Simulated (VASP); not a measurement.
A run of VASP 6.6.1 is set up as follows.

INCAR

```
PREC     = Accurate       # precision mode
ENCUT    = 600            # plane-wave cutoff, eV
EDIFF    = 1E-7           # SCF threshold, eV
ISMEAR   = 0              # smearing method
SIGMA    = 0.1            # smearing width, eV
LREAL    = False          # projectors in reciprocal space
LASPH    = True           # aspherical terms in the spheres
NELM     = 100            # most SCF steps
ALGO     = Fast           # electronic algorithm
ISIF     = 3              # what is computed and relaxed
LWAVE    = False          # write WAVECAR
LCHARG   = False          # write CHGCAR
GGA      = PS             # functional
IBRION   = 2              # ionic algorithm
NSW      = 80             # ionic steps
EDIFFG   = -0.01          # ionic threshold
```

KPOINTS

```
Automatic mesh
0
Gamma
  12 12 12
```

Contents of POSCAR:

```
K
1.0
   -2.5977473737      2.5977473737      2.5977473737
    2.5977473737     -2.5977473737      2.5977473737
    2.5977473737      2.5977473737     -2.5977473737
K
1
Direct
    0.0000000000      0.0000000000      0.0000000000
```

Potentials or basis: VASP PAW PBE potentials, release 64 (K_sv).

Run with:

```console
$ cat potpaw_PBE.64/K_sv/POTCAR > POTCAR
$ mpirun -np 1 vasp_std > vasp.out
```

**Question.** Predict the relaxed cell.

**Answer.** a = 4.524 Å, b = 4.524 Å, c = 4.524 Å, α = 109.47°, β = 109.47°, γ = 109.47°.

**Question.** What does it give for the band gap on the k mesh?

**Answer.** Zero (an odd number of electrons rules out a gap without spin polarisation).

**Question.** Predict the space group after relaxing (to 0.1 Å).

**Answer.** Im-3m (No. 229).

**Question.** Estimate the relaxed volume.

**Answer.** 71.29 Å³/atom.

Final structure:
```
K
1.0
    -2.61211    2.61211    2.61211
     2.61211   -2.61211    2.61211
     2.61211    2.61211   -2.61211
K
1
Cartesian
  2.6121 2.6121 2.6121
```

Caveat: the PAW data sets were made with another functional, which shifts forces and pressure a little.
